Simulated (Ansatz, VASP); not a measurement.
## Nb in VASP and in Ansatz

INCAR

```
  ALGO = Normal
  EDIFF = 1E-7
  EDIFFG = -0.005
  ENCUT = 600
  GGA = CA
  IBRION = 2
  ISIF = 3
  ISMEAR = 1
  LASPH = T
  LCHARG = F
  LREAL = F
  LWAVE = F
  NELM = 100
  NSW = 60
  PREC = Accurate
  SIGMA = 0.1
```

Contents of KPOINTS:

```
k-points
0
Gamma
  23 23 23
```

The input POSCAR:

```
Nb
1.0
   -1.6500000000      1.6500000000      1.6500000000
    1.6500000000     -1.6500000000      1.6500000000
    1.6500000000      1.6500000000     -1.6500000000
Nb
1
Direct
    0.0000000000      0.0000000000      0.0000000000
```

Input for Ansatz:

```yaml
crystal:
  lattice:
    - [-1.65, 1.65, 1.65]
    - [1.65, -1.65, 1.65]
    - [1.65, 1.65, -1.65]
  atoms:
    - { symbol: Nb, position: [0.0, 0.0, 0.0] }
kpoints:
  mp_grid: { grid: [23, 23, 23] }
scf:
  occupations: { method: cold, width: 0.1 }
hamiltonian:
  xc: lda
  pseudopotentials: { kind: paw }
output:
  forces: true
  stress: true
  populations: false
relax:
  f_tol: 0.005
  max_steps: 40
  cell: {}
```

Alike in both runs: task relaxation of cell and atoms; functional LDA; k mesh 23 × 23 × 23; no spin polarisation.

|  | VASP | Ansatz |
| --- | --- | --- |
| version | VASP 6.6.1 | Ansatz 0.2.0 |
| potentials or method | VASP PAW LDA potentials, release 64 (Nb_sv) | plane-wave PAW, scalar-relativistic |
| plane-wave cutoff (eV) | 600 | 420 |
| occupations | methfessel-paxton of order 1, width 0.1 eV | cold, width 0.1 eV |
| valence electrons in the cell | 13 | 13 |

```tsv
	VASP	Ansatz	Ansatz less VASP
relaxed volume (Å³/atom)	17.11	17.11	+0.005
relaxed cell length with the largest relative difference (Å)	2.812	2.812	+0.0003
```

LDA's correlation is that of Perdew and Zunger in VASP and of Perdew and Wang (1992) in Ansatz.
